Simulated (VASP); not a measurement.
# Ta (Im-3m) in VASP: notebook

The runs below take Ta through single point, relaxation of cell and atoms, with LDA.

Everything below comes from runs of VASP 6.6.1. Logs are shortened: lines on timing, memory, paths and dates and some standing lists are left out, and cuts for length are marked.

### Step 1. The cell of the first run

Symmetry: Im-3m, No. 229, cubic system. Conventional cell: a = 3.255 Å, b = 3.255 Å, c = 3.255 Å, α = 90.00°, β = 90.00°, γ = 90.00°. Within 3.7 Å of Ta (site symmetry m-3m) lie 14 Ta at 2.82 to 3.26 Å.

### Step 2. Single point, LDA

Input file INCAR:

```
PREC = Accurate
ENCUT = 520
EDIFF = 1E-7
ISMEAR = -1
SIGMA = 0.1
LREAL = False
LASPH = True
NELM = 80
ALGO = Normal
ISIF = 2
LWAVE = False
LCHARG = False
GGA = CA
NBANDS = 12
```

Input file KPOINTS:

```
Automatic mesh
0
Gamma
  20 20 20
```

Input file POSCAR:

```
Ta
1.0
   -1.6276710318      1.6276710318      1.6276710318
    1.6276710318     -1.6276710318      1.6276710318
    1.6276710318      1.6276710318     -1.6276710318
Ta
1
Direct
    0.0000000000      0.0000000000      0.0000000000
```

Potentials or basis: VASP PAW LDA potentials, release 64 (Ta_pv).

Run with:

```bash
$ cat potpaw_LDA.64/Ta_pv/POTCAR > POTCAR
$ mpirun -np 1 vasp_std > vasp.out
```

OUTCAR:

```text
PREC = Accurate
   ENCUT = 520
   EDIFF = 1E-7
   ISMEAR = -1
   LREAL = False
   LASPH = True
   NELM = 80
   ISIF = 2
   GGA = CA

 ion  position               nearest neighbor table
   1  0.000  0.000  0.000-

  LATTYP: Found a body centered cubic cell.
 ALAT       =     3.2553420636

  Lattice vectors:

 A1 = (  -1.6276710318,   1.6276710318,   1.6276710318)
 A2 = (   1.6276710318,  -1.6276710318,   1.6276710318)
 A3 = (   1.6276710318,   1.6276710318,  -1.6276710318)

Analysis of symmetry for initial positions (statically):
=====================================================================
 Subroutine PRICEL returns:
 Original cell was already a primitive cell.

 Routine SETGRP: Setting up the symmetry group for a
 body centered cubic supercell.

 Subroutine GETGRP returns: Found 48 space group operations
 (whereof 48 operations were pure point group operations)
 out of a pool of 48 trial point group operations.

The static configuration has the point symmetry O_h .

Analysis of symmetry for dynamics (positions and initial velocities):
=====================================================================
 Subroutine PRICEL returns:
 Original cell was already a primitive cell.

 Routine SETGRP: Setting up the symmetry group for a
 body centered cubic supercell.

 Subroutine GETGRP returns: Found 48 space group operations
 (whereof 48 operations were pure point group operations)
 out of a pool of 48 trial point group operations.

The dynamic configuration has the point symmetry O_h .

 Subroutine INISYM returns: Found 48 space group operations
 (whereof 48 operations are pure point group operations),
 and found     1 'primitive' translations

----------------------------------------------------------------------------------------

                                     Primitive cell

  volume of cell :      17.2488

  direct lattice vectors                    reciprocal lattice vectors
    -1.627671032  1.627671032  1.627671032     0.000000000  0.307187380  0.307187380
     1.627671032 -1.627671032  1.627671032     0.307187380  0.000000000  0.307187380
     1.627671032  1.627671032 -1.627671032     0.307187380  0.307187380  0.000000000

  length of vectors
     2.819208925  2.819208925  2.819208925     0.434428559  0.434428559  0.434428559

  position of ions in fractional coordinates (direct lattice)
     0.000000000  0.000000000  0.000000000

  ion indices of the primitive-cell ions
   primitive index   ion index
                 1           1

----------------------------------------------------------------------------------------

 KPOINTS: Automatic mesh

Automatic generation of k-mesh.
 Grid dimensions read from file:
 generate k-points for:   20   20   20

 Generating k-lattice:

  Cartesian coordinates                     Fractional coordinates (reciprocal lattice)
     0.000000000  0.015359369  0.015359369     0.050000000  0.000000000  0.000000000
     0.015359369  0.000000000  0.015359369     0.000000000  0.050000000  0.000000000
     0.015359369  0.015359369  0.000000000     0.000000000  0.000000000  0.050000000

  Length of vectors
     0.021721428  0.021721428  0.021721428

  Shift w.r.t. Gamma in fractional coordinates (k-lattice)
     0.000000000  0.000000000  0.000000000

 Subroutine IBZKPT returns following result:
 ===========================================

 Found    256 irreducible k-points:

 Following reciprocal coordinates:
            Coordinates               Weight
  0.000000  0.000000  0.000000      1.000000
  0.050000  0.000000  0.000000     12.000000
  0.100000  0.000000  0.000000     12.000000
  0.150000  0.000000  0.000000     12.000000
  0.200000  0.000000  0.000000     12.000000
  0.250000  0.000000  0.000000     12.000000
[... 16 lines left out ...]
  0.200000  0.100000  0.000000     48.000000
  0.250000  0.100000  0.000000     48.000000
 [... further k-points ...]
   k-points           NKPTS =    256   k-points in BZ     NKDIM =    256   number of bands    NBANDS=     12
   number of dos      NEDOS =    301   number of ions     NIONS =      1
   total plane-waves  NPLWV =  13824
   dimension x,y,z NGX =    24 NGY =   24 NGZ =   24
   dimension x,y,z NGXF=    48 NGYF=   48 NGZF=   48
   ions per type =               1
   NGX,Y,Z   is equivalent  to a cutoff of  14.15, 14.15, 14.15 a.u.
   NGXF,Y,Z  is equivalent  to a cutoff of  28.31, 28.31, 28.31 a.u.
 SYSTEM =  unknown system
   PREC   = accura    normal or accurate (medium, high low for compatibility)
   ISTART =      0    job   : 0-new  1-cont  2-samecut
   ICHARG =      2    charge: 1-file 2-atom 10-const
   ISPIN  =      1    spin polarized calculation?
   LNONCOLLINEAR =      F non collinear calculations
   LSORBIT =      F    spin-orbit coupling
   LASPH  =      T    aspherical Exc in radial PAW
   ENCUT  =  520.0 eV  38.22 Ry    6.18 a.u.   5.24  5.24  5.24*2*pi/ulx,y,z
   NELM   =     80;   NELMIN=  2; NELMDL= -5     # of ELM steps
   EDIFF  = 0.1E-06   stopping-criterion for ELM
   LREAL  =      F    real-space projection
   EDIFFG = 0.1E-05   stopping-criterion for IOM
   NSW    =      0    number of steps for IOM
   IBRION =     -1    ionic relax: 0-MD 1-quasi-New 2-CG
   NFREE  =      0    steps in history (QN), initial steepest desc. (CG)
   ISIF   =      2    stress and relaxation
   ISYM   =      2    0-nonsym 1-usesym 2-fastsym
   POTIM  = 0.5000    time-step for ionic-motion
   TEBEG  =    0.0;   TEEND  =   0.0 temperature during run
   PSTRESS=    0.0 pullay stress
   NELECT =      11.0000    total number of electrons
   NUPDOWN=      -1.0000    fix difference up-down
   EMIN   =  10.00;   EMAX   =-10.00  energy-range for DOS
   EFERMI =   0.00;   METHOD = LEGACY
   ISMEAR =    -1;   SIGMA  =   0.10  broadening in eV -4-tet -1-fermi 0-gaus
   EFERMI_NEDOS =   21; number of points for ismear=-14 and -15
   IALGO  =     38    algorithm
   IMIX   =      4    mixing-type and parameters
     AMIX     =   0.40;   BMIX     =  1.00
     AMIX_MAG =   1.60;   BMIX_MAG =  1.00
  volume/ion in A,a.u.               =      17.25       116.40
  Fermi-wavevector in a.u.,A,eV,Ry     =   1.409134  2.662878 27.016543  1.985660
  Thomas-Fermi vector in A             =   2.531221
   LORBIT       =      0    0 simple, 1 ext, 2 COOP (PROOUT), +10 PAW based schemes
   GGA     = CA    functional components
   LHFCALC =     F    Hartree Fock is set to
   AEXX    =    0.0000 exact exchange contribution
   IVDW    =     0    specifies the selected vdW correction
   LEPSILON=     F    determine dielectric tensor
   LRPA    =     F    only Hartree local field effects (RPA)
 non-spin polarized calculation
  energy-cutoff  :      520.00
  volume of cell :       17.25
 maximum number of plane-waves:       478
 NGX is ok and might be reduce to    24
   NGX = 11   NGY = 11   NGZ = 11

 number of electron      11.0000000 magnetization

 Free energy of the ion-electron system (eV)
  ---------------------------------------------------
  ext. energy  EPLUGINS =         0.00000000
  ---------------------------------------------------
  free energy    TOTEN  =       -12.84849689 eV

  energy without entropy =      -12.80624463  energy(sigma->0) =      -12.82737076

 E-fermi :   5.7700     XC(G=0): -13.0170

 val. band max:        5.7629614718   @ k =   0.1000   0.1000   0.0000
 cond. band min:       5.7713695330   @ k =  -0.3500   0.4500   0.0500
 fundamental gap:      0.0084080611
 Fermi energy:         5.7699653983

 k-point     1 :       0.0000    0.0000    0.0000
  band No.  band energies     occupation
      1     -26.9640      2.00000
      2     -26.9640      2.00000
      3     -26.9640      2.00000
      4      -2.2394      2.00000
      5       6.4319      0.00266
      6       6.4319      0.00266
      7       6.4319      0.00266
      8       9.8467      0.00000
      9       9.8467      0.00000
     10      19.6000      0.00000
     11      21.0408      0.00000
     12      21.0408      0.00000

 k-point     2 :       0.0500    0.0000    0.0000
  band No.  band energies     occupation
      1     -27.0012      2.00000
      2     -26.9753      2.00000
      3     -26.9643      2.00000
      4      -2.1200      2.00000
      5       6.3543      0.00578
      6       6.4119      0.00325
      7       6.5484      0.00083
      8       9.7155      0.00000
      9       9.8464      0.00000
     10      19.6001      0.00000
     11      21.1506      0.00000
     12      21.2472      0.00000

 k-point     3 :       0.1000    0.0000    0.0000
  band No.  band energies     occupation
      1     -27.1080      2.00000
      2     -27.0078      2.00000
      3     -26.9650      2.00000
      4      -1.7727      2.00000
      5       6.1372      0.04956
      6       6.3299      0.00737
      7       6.8950      0.00003
      8       9.4223      0.00000
      9       9.8512      0.00000
     10      19.5999      0.00000
     11      21.4411      0.00000
     12      21.8491      0.00000

 k-point     4 :       0.1500    0.0000    0.0000
  band No.  band energies     occupation
      1     -27.2709      2.00000
      2     -27.0581      2.00000
      3     -26.9661      2.00000
      4      -1.2319      2.00000
      5       5.8210      0.75026
      6       6.1432      0.04677
      7       7.4628      0.00000
      8       9.1756      0.00000
      9       9.8754      0.00000
     10      19.5996      0.00000
     11      21.7691      0.00000
     12      22.8029      0.00000

 k-point     5 :       0.2000    0.0000    0.0000
  band No.  band energies     occupation
      1     -27.4709      2.00000
      2     -27.1208      2.00000
      3     -26.9675      2.00000
      4      -0.5603      2.00000
      5       5.4540      1.91858
      6       5.8683      0.54453
      7       8.2364      0.00000
      8       9.1172      0.00000
      9       9.9356      0.00000
     10      19.5990      0.00000
     11      21.8321      0.00000
     12      23.8273      0.00000

 k-point     6 :       0.2500    0.0000    0.0000
  band No.  band energies     occupation
      1     -27.6859      2.00000
      2     -27.1895      2.00000
      3     -26.9691      2.00000
      4       0.1398      2.00000
      5       5.0806      1.99797
      6       5.6397      1.57248
      7       9.1921      0.00000
      8       9.2436      0.00000
      9      10.0440      0.00000
     10      19.5977      0.00000
     11      21.3503      0.00000
     12      23.2215      0.00000

 k-point     7 :       0.3000    0.0000    0.0000
  band No.  band energies     occupation
      1     -27.8946      2.00000
      2     -27.2574      2.00000
      3     -26.9708      2.00000
      4       0.7239      2.00000
      5       4.7360      1.99994
      6       5.6505      1.53522
      7       9.4715      0.00000
      8      10.2027      0.00000
      9      10.2933      0.00000
     10      19.5944      0.00000
     11      20.4760      0.00000
     12      21.9225      0.00000

 k-point     8 :       0.3500    0.0000    0.0000
  band No.  band energies     occupation
      1     -28.0777      2.00000
      2     -27.3178      2.00000
      3     -26.9723      2.00000
      4       1.0694      2.00000
      5       4.4458      2.00000
      6       6.0270      0.14212
      7       9.7020      0.00000
      8      10.3991      0.00000
      9      11.4797      0.00000
     10      19.5318      0.00000
     11      19.5812      0.00000
     12      20.5386      0.00000
[... 166 lines left out ...]
 k-point    20 :       0.4500    0.0500    0.0000
  band No.  band energies     occupation
      1     -28.3222      2.00000
      2     -27.4134      2.00000
      3     -26.9889      2.00000
      4       1.2860      2.00000
      5       4.0795      2.00000
      6       7.4473      0.00000
      7       9.7254      0.00000
      8      10.9015      0.00000
      9      13.9558      0.00000
     10      18.0540      0.00000
     11      18.2800      0.00000
     12      19.6179      0.00000

 k-point    21 :       0.1000    0.1000    0.0000
  band No.  band energies     occupation
      1     -27.3577      2.00000
      2     -27.0575      2.00000
      3     -26.9990      2.00000
      4      -0.9191      2.00000
      5       5.7630      1.03501
      6       5.8674      0.54800
      7       7.8755      0.00000
      8       8.9292      0.00000
      9      10.0510      0.00000
     10      19.5994      0.00000
     11      22.0912      0.00000
     12      23.0500      0.00000

 k-point    22 :       0.1500    0.1000    0.0000
  band No.  band energies     occupation
      1     -27.5357      2.00000
      2     -27.1183      2.00000
      3     -27.0098      2.00000
      4      -0.2617      2.00000
      5       5.4332      1.93337
      6       5.5748      1.75134
      7       8.6744      0.00000
      8       8.8308      0.00000
      9      10.2121      0.00000
     10      19.5986      0.00000
     11      22.3402      0.00000
     12      23.1814      0.00000

 k-point    23 :       0.2000    0.1000    0.0000
  band No.  band energies     occupation
      1     -27.7249      2.00000
      2     -27.1945      2.00000
      3     -27.0153      2.00000
      4       0.4400      2.00000
      5       5.0673      1.99823
      6       5.3515      1.97000
      7       8.8915      0.00000
      8       9.6772      0.00000
      9      10.3742      0.00000
     10      19.5970      0.00000
     11      21.6053      0.00000
     12      23.1236      0.00000

 k-point    24 :       0.2500    0.1000    0.0000
  band No.  band energies     occupation
      1     -27.9077      2.00000
      2     -27.2730      2.00000
      3     -27.0190      2.00000
      4       1.0447      2.00000
      5       4.7401      1.99993
      6       5.3247      1.97698
      7       9.1169      0.00000
      8      10.5183      0.00000
      9      10.7973      0.00000
     10      19.5917      0.00000
     11      20.5458      0.00000
     12      22.1899      0.00000

 [... further k-points ...]
[... 5 lines left out ...]
  --------------------------------------------------------------------------------------
  -------------------------------------------------------------------------------------
  Total        0.0758582      0.0758582      0.0758582     -0.0000000     -0.0000000      0.0000000
  in kB        7.0461763      7.0461763      7.0461763     -0.0000000     -0.0000000      0.0000000
  external PRESSURE =       7.0461763 kB  Pullay stress =       0.0000000 kB

 VOLUME and BASIS-vectors are now :
 -----------------------------------------------------------------------------
  energy-cutoff  :      520.00
  volume of cell :       17.25
      direct lattice vectors                 reciprocal lattice vectors
    -1.627671032  1.627671032  1.627671032     0.000000000  0.307187380  0.307187380
     1.627671032 -1.627671032  1.627671032     0.307187380  0.000000000  0.307187380
     1.627671032  1.627671032 -1.627671032     0.307187380  0.307187380  0.000000000

 POSITION                                       TOTAL-FORCE (eV/Angst)
 -----------------------------------------------------------------------------------
      0.00000      0.00000      0.00000        -0.000000      0.000000     -0.000000
 -----------------------------------------------------------------------------------
    total drift:                               -0.000000      0.000000      0.000000

  FREE ENERGIE OF THE ION-ELECTRON SYSTEM (eV)
  ---------------------------------------------------
  free  energy   TOTEN  =       -12.8484968905 eV

  energy  without entropy=      -12.8062446304  energy(sigma->0) =      -12.82737076
```

It took 26 s on 1 thread of Intel Xeon 6975P-C, shared host; peak memory 0.17 GiB.

What came out:

| Item | Value |
| --- | --- |
| Free energy | -12.8485 eV |
| Pressure | 0.7 GPa |

Caveat: spin-orbit coupling is left out, which moves the levels of the heavy elements.

(Continued in part 2 of 2.)
